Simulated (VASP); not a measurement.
# TiFeC4N4 (P4/mmm) in VASP: single point with PBE

Aim: the single point of TiFeC4N4 with PBE.

Everything below comes from runs of VASP 6.6.1. Logs are shortened: lines on timing, memory, paths and dates and some standing lists are left out, and cuts for length are marked.

## (1) The cell of the first run

Symmetry: P4/mmm, No. 123, tetragonal system. Conventional cell: a = 7.303 Å, b = 7.303 Å, c = 3.345 Å, α = 90.00°, β = 90.00°, γ = 90.00°. Ti (site symmetry 4/mmm) has 4 C at 2.14 Å within 2.8 Å. Within 2.5 Å of Fe (site symmetry 4/mmm) lie 4 N at 1.85 Å. C (site symmetry m2m) has 1 N at 1.17 Å within 1.6 Å. N (site symmetry m2m) has 1 C at 1.17 Å within 1.6 Å.

## (2) Single point, PBE, collinear spin, ferromagnetic start

Contents of INCAR:

```
  PREC = Accurate
  ENCUT = 600
  EDIFF = 1E-6
  ISMEAR = 0
  SIGMA = 0.1
  LREAL = F
  LASPH = T
  NELM = 200
  ALGO = Normal
  ISIF = 2
  LWAVE = F
  LCHARG = F
  ISPIN = 2
  MAGMOM = -1 -4 0 0 0 0 0 0 0 0
  LORBIT = 11
  LMAXMIX = 4
  GGA = PE
  NBANDS = 43
  GGA_COMPAT = F
```

Contents of KPOINTS:

```
Automatic mesh
0
Gamma
  4 4 6
```

Contents of POSCAR:

```
TiFeC4N4
1.0
    7.3032179730      0.0000000000      0.0000000000
    0.0000000000      7.3032179730      0.0000000000
    0.0000000000      0.0000000000      3.3445191296
Ti Fe C N
1 1 4 4
Direct
    0.0000000000      0.0000000000      0.0000000000
    0.5000000000      0.5000000000      0.0000000000
    0.2073526420      0.7926473580      0.0000000000
    0.7926473580      0.2073526420      0.0000000000
    0.2073526420      0.2073526420      0.0000000000
    0.7926473580      0.7926473580      0.0000000000
    0.3210461529      0.6789538471      0.0000000000
    0.6789538471      0.3210461529      0.0000000000
    0.3210461529      0.3210461529      0.0000000000
    0.6789538471      0.6789538471      0.0000000000
```

Potentials or basis: VASP PAW PBE potentials, release 64 (Ti_sv, Fe, C, N).

Launch:

```sh
cat potpaw_PBE.64/Ti_sv/POTCAR potpaw_PBE.64/Fe/POTCAR potpaw_PBE.64/C/POTCAR potpaw_PBE.64/N/POTCAR > POTCAR
mpirun -np 1 vasp_std > vasp.out
```

OUTCAR:

```text
PREC = Accurate
   ENCUT = 600
   EDIFF = 1E-6
   ISMEAR = 0
   LREAL = F
   LASPH = T
   NELM = 200
   ISIF = 2
   ISPIN = 2
   LORBIT = 11
   GGA = PE

 ion  position               nearest neighbor table
   1  0.000  0.000  0.000-   5 2.14   4 2.14   3 2.14   6 2.14
   2  0.500  0.500  0.000-   7 1.85   8 1.85   9 1.85  10 1.85
   3  0.207  0.793  0.000-   7 1.17   1 2.14
   4  0.793  0.207  0.000-   8 1.17   1 2.14
   5  0.207  0.207  0.000-   9 1.17   1 2.14
   6  0.793  0.793  0.000-  10 1.17   1 2.14
   7  0.321  0.679  0.000-   3 1.17   2 1.85
   8  0.679  0.321  0.000-   4 1.17   2 1.85
   9  0.321  0.321  0.000-   5 1.17   2 1.85
  10  0.679  0.679  0.000-   6 1.17   2 1.85

  LATTYP: Found a simple tetragonal cell.
 ALAT       =     7.3032179730
 C/A-ratio  =     0.4579514321

  Lattice vectors:

 A1 = (   7.3032179730,   0.0000000000,   0.0000000000)
 A2 = (   0.0000000000,   7.3032179730,   0.0000000000)
 A3 = (   0.0000000000,   0.0000000000,   3.3445191296)

Analysis of symmetry for initial positions (statically):
=====================================================================
 Subroutine PRICEL returns:
 Original cell was already a primitive cell.

 Routine SETGRP: Setting up the symmetry group for a
 simple tetragonal supercell.

 Subroutine GETGRP returns: Found 16 space group operations
 (whereof 16 operations were pure point group operations)
 out of a pool of 16 trial point group operations.

The static configuration has the point symmetry D_4h.

Analysis of symmetry for dynamics (positions and initial velocities):
=====================================================================
 Subroutine PRICEL returns:
 Original cell was already a primitive cell.

 Routine SETGRP: Setting up the symmetry group for a
 simple tetragonal supercell.

 Subroutine GETGRP returns: Found 16 space group operations
 (whereof 16 operations were pure point group operations)
 out of a pool of 16 trial point group operations.

The dynamic configuration has the point symmetry D_4h.

Analysis of structural, dynamic, and magnetic symmetry:
=====================================================================
 Subroutine PRICEL returns:
 Original cell was already a primitive cell.

 Routine SETGRP: Setting up the symmetry group for a
 simple tetragonal supercell.

 Subroutine GETGRP returns: Found 16 space group operations
 (whereof 16 operations were pure point group operations)
 out of a pool of 16 trial point group operations.

The overall configuration has the point symmetry D_4h.

 Subroutine INISYM returns: Found 16 space group operations
 (whereof 16 operations are pure point group operations),
 and found     1 'primitive' translations

----------------------------------------------------------------------------------------

                                     Primitive cell

  volume of cell :     178.3866

  direct lattice vectors                    reciprocal lattice vectors
     7.303217973  0.000000000  0.000000000     0.136925942  0.000000000  0.000000000
     0.000000000  7.303217973  0.000000000     0.000000000  0.136925942  0.000000000
     0.000000000  0.000000000  3.344519130     0.000000000  0.000000000  0.298996645

  length of vectors
     7.303217973  7.303217973  3.344519130     0.136925942  0.136925942  0.298996645

  position of ions in fractional coordinates (direct lattice)
     0.000000000  0.000000000  0.000000000
     0.500000000  0.500000000  0.000000000
     0.207352642  0.792647358  0.000000000
     0.792647358  0.207352642  0.000000000
     0.207352642  0.207352642  0.000000000
     0.792647358  0.792647358  0.000000000
     0.321046153  0.678953847  0.000000000
     0.678953847  0.321046153  0.000000000
     0.321046153  0.321046153  0.000000000
     0.678953847  0.678953847  0.000000000

  ion indices of the primitive-cell ions
   primitive index   ion index
                 1           1
                 2           2
                 3           3
                 4           4
[... 67 lines left out ...]
 SYSTEM =  unknown system
   PREC   = accura    normal or accurate (medium, high low for compatibility)
   ISTART =      0    job   : 0-new  1-cont  2-samecut
   ICHARG =      2    charge: 1-file 2-atom 10-const
   ISPIN  =      2    spin polarized calculation?
   LNONCOLLINEAR =      F non collinear calculations
   LSORBIT =      F    spin-orbit coupling
   LASPH  =      T    aspherical Exc in radial PAW
   ENCUT  =  600.0 eV  44.10 Ry    6.64 a.u.  14.59 14.59  6.68*2*pi/ulx,y,z
   NELM   =    200;   NELMIN=  2; NELMDL= -5     # of ELM steps
   EDIFF  = 0.1E-05   stopping-criterion for ELM
   LREAL  =      F    real-space projection
   EDIFFG = 0.1E-04   stopping-criterion for IOM
   NSW    =      0    number of steps for IOM
   IBRION =     -1    ionic relax: 0-MD 1-quasi-New 2-CG
   NFREE  =      0    steps in history (QN), initial steepest desc. (CG)
   ISIF   =      2    stress and relaxation
   ISYM   =      2    0-nonsym 1-usesym 2-fastsym
   POTIM  = 0.5000    time-step for ionic-motion
   TEBEG  =    0.0;   TEEND  =   0.0 temperature during run
   PSTRESS=    0.0 pullay stress
   NELECT =      56.0000    total number of electrons
   NUPDOWN=      -1.0000    fix difference up-down
   EMIN   =  10.00;   EMAX   =-10.00  energy-range for DOS
   EFERMI =   0.00;   METHOD = LEGACY
   ISMEAR =     0;   SIGMA  =   0.10  broadening in eV -4-tet -1-fermi 0-gaus
   EFERMI_NEDOS =   21; number of points for ismear=-14 and -15
   IALGO  =     38    algorithm
   IMIX   =      4    mixing-type and parameters
     AMIX     =   0.40;   BMIX     =  1.00
     AMIX_MAG =   1.60;   BMIX_MAG =  1.00
  volume/ion in A,a.u.               =      17.84       120.38
  Fermi-wavevector in a.u.,A,eV,Ry     =   1.112628  2.102563 16.843220  1.237942
  Thomas-Fermi vector in A             =   2.249205
   LORBIT       =     11    0 simple, 1 ext, 2 COOP (PROOUT), +10 PAW based schemes
   GGA     = PE    functional components
   LHFCALC =     F    Hartree Fock is set to
   AEXX    =    0.0000 exact exchange contribution
   IVDW    =     0    specifies the selected vdW correction
   LEPSILON=     F    determine dielectric tensor
   LRPA    =     F    only Hartree local field effects (RPA)
 spin polarized calculation
 Gauss-broadening in eV      SIGMA  =   0.10
  energy-cutoff  :      600.00
  volume of cell :      178.39
 maximum number of plane-waves:      5990
 NGX is ok and might be reduce to    60
   NGX = 29   NGY = 29   NGZ = 13

 number of electron      56.0000005 magnetization      -0.0403393

 number of electron      56.0000005 magnetization       0.1546988

 Free energy of the ion-electron system (eV)
  ---------------------------------------------------
  ext. energy  EPLUGINS =         0.00000000
  ---------------------------------------------------
  free energy    TOTEN  =       -82.37801237 eV

  energy without entropy =      -82.34740266  energy(sigma->0) =      -82.36270751

 E-fermi :  -0.1149     XC(G=0):  -7.8425

 val. band max:       -0.1150286798   @ k =   0.5000   0.0000   0.0000
 cond. band min:      -0.1083668004   @ k =   0.2500   0.2500   0.5000
 fundamental gap:      0.0066618794
 Fermi energy:        -0.1149089594

 spin component 1

 k-point     1 :       0.0000    0.0000    0.0000
  band No.  band energies     occupation
      1     -57.6001      1.00000
      2     -33.8346      1.00000
      3     -33.8346      1.00000
      4     -33.7490      1.00000
      5     -18.0930      1.00000
      6     -17.8490      1.00000
[... 1021 lines left out ...]
     39       4.8656      0.00000
     40       4.8656      0.00000
 Fermi energy:        -0.1149089594

 spin component 2

 k-point     1 :       0.0000    0.0000    0.0000
  band No.  band energies     occupation
      1     -57.5949      1.00000
      2     -33.8314      1.00000
      3     -33.8314      1.00000
      4     -33.7386      1.00000
      5     -18.0960      1.00000
      6     -17.8529      1.00000
[... 1021 lines left out ...]
     39       4.8684      0.00000
     40       4.8684      0.00000
 [bands above 40 left out]

------------------------ aborting loop because EDIFF is reached ----------------------------------------

  FORCE on cell =-STRESS in cart. coord.  units (eV):
  Direction    XX          YY          ZZ          XY          YZ          ZX
  --------------------------------------------------------------------------------------
  -------------------------------------------------------------------------------------
  Total       -0.5389598     -0.5389598     -1.3064530      0.0000000      0.0000000      0.0000000
  in kB       -4.8406621     -4.8406621    -11.7338941      0.0000000      0.0000000      0.0000000
  external PRESSURE =      -7.1384061 kB  Pullay stress =       0.0000000 kB

 VOLUME and BASIS-vectors are now :
 -----------------------------------------------------------------------------
  energy-cutoff  :      600.00
  volume of cell :      178.39
      direct lattice vectors                 reciprocal lattice vectors
     7.303217973  0.000000000  0.000000000     0.136925942  0.000000000  0.000000000
     0.000000000  7.303217973  0.000000000     0.000000000  0.136925942  0.000000000
     0.000000000  0.000000000  3.344519130     0.000000000  0.000000000  0.298996645

 POSITION                                       TOTAL-FORCE (eV/Angst)
 -----------------------------------------------------------------------------------
      0.00000      0.00000      0.00000        -0.000000     -0.000000     -0.000000
      3.65161      3.65161      0.00000        -0.000000     -0.000000     -0.000000
      1.51434      5.78888      0.00000        -0.319347      0.319347     -0.000000
      5.78888      1.51434      0.00000         0.319347     -0.319347      0.000000
      1.51434      1.51434      0.00000        -0.319347     -0.319347     -0.000000
      5.78888      5.78888      0.00000         0.319347      0.319347     -0.000000
      2.34467      4.95855      0.00000         0.309349     -0.309349     -0.000000
      4.95855      2.34467      0.00000        -0.309349      0.309349      0.000000
      2.34467      2.34467      0.00000         0.309349      0.309349     -0.000000
      4.95855      4.95855      0.00000        -0.309349     -0.309349     -0.000000
 -----------------------------------------------------------------------------------
    total drift:                                0.000000      0.000000     -0.000000

  FREE ENERGIE OF THE ION-ELECTRON SYSTEM (eV)
  ---------------------------------------------------
  free  energy   TOTEN  =       -82.3780123666 eV

  energy  without entropy=      -82.3474026564  energy(sigma->0) =      -82.36270751

 total charge

# of ion       s       p       d       tot
------------------------------------------
    1        2.199   6.180   1.729  10.108
    2        0.449   0.670   6.352   7.471
    3        0.956   1.633   0.000   2.590
    4        0.956   1.633   0.000   2.590
    5        0.956   1.633   0.000   2.590
    6        0.956   1.633   0.000   2.590
    7        1.301   2.582   0.000   3.883
    8        1.301   2.582   0.000   3.883
    9        1.301   2.582   0.000   3.883
   10        1.301   2.582   0.000   3.883
--------------------------------------------------
tot         11.677  23.711   8.081  43.469

 magnetization (x)

# of ion       s       p       d       tot
------------------------------------------
    1       -0.001   0.001   0.003   0.003
    2        0.012   0.004   0.114   0.131
    3       -0.000  -0.001   0.000  -0.002
    4       -0.000  -0.001   0.000  -0.002
    5       -0.000  -0.001   0.000  -0.002
    6       -0.000  -0.001   0.000  -0.002
    7       -0.000  -0.001   0.000  -0.002
    8       -0.000  -0.001   0.000  -0.002
    9       -0.000  -0.001   0.000  -0.002
   10       -0.000  -0.001   0.000  -0.002
--------------------------------------------------
tot          0.009  -0.006   0.118   0.121
```

It took 30 min on 1 thread of Intel Xeon Platinum 8559C (Emerald Rapids), shared host; peak memory 0.65 GiB.

What came out:

```
Free energy                                           : -82.3780 eV
Pressure                                              : -0.7 GPa
Largest force                                         : 0.452 eV/Å
Net moment                                            : 0.15 μB per cell
Site moments                                          : Ti +0.00; Fe +0.13; C -0.00; N -0.00 μB
Valence electrons inside the program's atomic spheres : Ti 10.11; Fe 7.47; C 2.59; N 3.88
```

Forces in eV/Å, atoms in the order of the input:
```
Ti   0.000  0.000  0.000
Fe   0.000  0.000  0.000
C   -0.319  0.319  0.000
C    0.319 -0.319  0.000
C   -0.319 -0.319  0.000
C    0.319  0.319  0.000
N    0.309 -0.309  0.000
N   -0.309  0.309  0.000
N    0.309  0.309  0.000
N   -0.309 -0.309  0.000
```

Stress tensor (GPa, compression positive):
```
-0.48  0.00  0.00
 0.00 -0.48  0.00
 0.00  0.00 -1.17
```

With open d or f shells a metallic result of PBE can be an artefact of self-interaction; +U or a hybrid may open a gap.
